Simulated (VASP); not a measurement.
Write the native input for VASP 6.6.1 that does the following.

| Quantity | Value |
| --- | --- |
| Task | single point |
| Functional | LDA |
| Potentials or basis | VASP PAW LDA potentials, release 64 (Ga_d) |
| Cutoff | 520 eV |
| k mesh | 6 × 6 × 4 |
| Occupations | gaussian, width 0.1 eV |
| Spin | no spin polarisation |
| Dipole correction | no |
| Further INCAR settings | ALGO = Normal; EDIFF = 1e-06; NBANDS = 34 |

The structure of Ga lies in POSCAR:

```
Ga
1.0
    2.2160233300     -3.7989918400      0.0000000000
    2.2160233300      3.7989918400      0.0000000000
    0.0000000000      0.0000000000      4.5555035300
Ga
4
Direct
    0.6556957200      0.3443042800      0.4154013900
    0.8443042800      0.1556957200      0.9154013900
    0.3443042800      0.6556957200      0.5845986100
    0.1556957200      0.8443042800      0.0845986100
```

One way to write it, as run:

INCAR

```
SYSTEM = Ga
  PREC = Accurate
  ENCUT = 520
  EDIFF = 1E-6
  ISMEAR = 0
  SIGMA = 0.1
  LREAL = .FALSE.
  LASPH = .TRUE.
  NELM = 100
  ALGO = Normal
  ISIF = 2
  LWAVE = .FALSE.
  LCHARG = .FALSE.
  NBANDS = 34
```

KPOINTS

```
regular mesh
0
G
  6 6 4
  0 0 0
```

Potentials or basis: VASP PAW LDA potentials, release 64 (Ga_d).

The run is started by

```bash
$ cat potpaw_LDA.64/Ga_d/POTCAR > POTCAR
$ mpirun -np 1 vasp_std > vasp.out
```

It gave:

| Item | Value |
| --- | --- |
| Pressure | -2.6 GPa |
| Largest force | 0.044 eV/Å |
| Band gap on the k mesh | zero (bands 26 and 27 overlap by 1.02 eV) |

Run time: 50 s on 1 thread of Intel(R) Xeon(R) 6975P-C (Granite Rapids) (shared host), peak memory 0.2 GiB.
